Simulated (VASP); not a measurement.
Write the native input for VASP 6.6.1 that does the following.

```yaml
Task: single point
Functional: PBEsol
Potentials_or_basis: VASP PAW PBE potentials, release 64 (Tl_d, H)
Cutoff: 520 eV
k_mesh: 3 × 2 × 3
Occupations: fermi-dirac, width 0.05 eV
Spin: no spin polarisation
Dipole_correction: no
Further_INCAR_settings: ALGO = Normal; EDIFF = 1e-07; NBANDS = 90
```

The structure of Tl12H (a cell with a defect) lies in POSCAR:

```
Tl12H
1.0
    6.9260000000      0.0000000000      0.0000000000
   -5.1945000000      8.9971380000      0.0000000000
    0.0000000000      0.0000000000      5.5390000000
Tl H
12 1
Direct
    0.1665154485      0.2212473060      0.2531562244
    0.3367055968      0.1138622089      0.7502077761
    0.1595481257      0.5521475292      0.2431867027
    0.3281404256      0.4379994730      0.7535424969
    0.1671203931      0.8910096973      0.2561538771
    0.3345304936      0.7827413094      0.7567177998
    0.6630528932      0.2192190753      0.2495776979
    0.8334637520      0.1120480451      0.7469641987
    0.6667012737      0.5505087991      0.2430572228
    0.8326698427      0.4420877749      0.7433435739
    0.6711330436      0.8952896709      0.2471599355
    0.8402992056      0.7815904129      0.7569877676
    0.5003270058      0.6621772980      0.4948471265
```

One way to write it, as run:

INCAR

```
PREC = Accurate
ENCUT = 520
EDIFF = 1E-7
ISMEAR = -1
SIGMA = 0.05
LREAL = F
LASPH = T
NELM = 100
ALGO = Normal
ISIF = 2
LWAVE = F
LCHARG = T
GGA = PS
LELF = T
LVHAR = T
NBANDS = 90
```

KPOINTS

```
Automatic mesh
0
Gamma
  3 2 3
```

Potentials or basis: VASP PAW PBE potentials, release 64 (Tl_d, H).

Launch:

```console
$ cat potpaw_PBE.64/Tl_d/POTCAR potpaw_PBE.64/H/POTCAR > POTCAR
$ mpirun -np 1 vasp_std > vasp.out
```

Results of the run:

```
Pressure               : 0.3 GPa
Largest force          : 0.063 eV/Å
Band gap on the k mesh : zero (an odd number of electrons rules out a gap without spin polarisation)
```

Caveat: the k points lie up to 0.38 Å⁻¹ apart, too coarse for converged energies and pressures of a metal; the PAW data sets were made with another functional, which shifts forces and pressure a little; spin-orbit coupling is left out, which moves the levels of the heavy elements.

It took 10 min on 1 thread of Intel Xeon 8259CL, with other jobs on the host, peak memory 0.57 GiB.
